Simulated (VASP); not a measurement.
Set up this calculation in VASP 6.6.1, as the native input.

```yaml
Task: single point
Functional: PBE
Potentials_or_basis: VASP PAW PBE potentials, release 64 (Ir)
Cutoff: 520 eV
k_mesh: 18 × 18 × 10
Occupations: gaussian, width 0.15 eV
Spin: no spin polarisation
Dipole_correction: no
Further_INCAR_settings: ALGO = Normal; EDIFF = 1e-06; NBANDS = 16
```

The structure of Ir lies in POSCAR:

```
Ir
1.0
    2.7203000000      0.0000000000      0.0000000000
   -1.3601500000      2.3558489059      0.0000000000
    0.0000000000      0.0000000000      4.4529609382
Ir
2
Direct
    0.6666666667      0.3333333333      0.7500000000
    0.3333333333      0.6666666667      0.2500000000
```

This isn't the form of Ir at room conditions, which is fcc.

One way to write it, as run:

INCAR

```
SYSTEM = Ir
ALGO     = Normal         ! electronic algorithm
EDIFF    = 1E-6           ! SCF threshold, eV
ENCUT    = 520            ! plane-wave cutoff, eV
GGA      = PE             ! functional
ISIF     = 2              ! what is computed and relaxed
ISMEAR   = 0              ! smearing method
LASPH    = .TRUE.         ! aspherical terms in the spheres
LCHARG   = .TRUE.         ! write CHGCAR
LELF     = .TRUE.         ! ELF
LREAL    = .FALSE.        ! projectors in reciprocal space
LVHAR    = .TRUE.       
LWAVE    = .FALSE.        ! write WAVECAR
NBANDS   = 16             ! bands
NELM     = 100            ! most SCF steps
PREC     = Accurate       ! precision mode
SIGMA    = 0.15           ! smearing width, eV
```

KPOINTS

```
k-points
0
G
  18 18 10
  0 0 0
```

Potentials or basis: VASP PAW PBE potentials, release 64 (Ir).

Command:

```bash
$ cat potpaw_PBE.64/Ir/POTCAR > POTCAR
$ mpirun -np 1 vasp_std > vasp.out
```

Results of the run:

```yaml
Pressure: 8.0 GPa
Band_gap_on_the_k_mesh: zero (bands 9 and 10 overlap by 3.34 eV)
```

Caveat: the cell stands under pressure; spin-orbit coupling is left out, which moves the levels of the heavy elements.

It took 120 s on 1 thread of Intel Xeon 8259CL, on a shared host, peak memory 0.21 GiB.
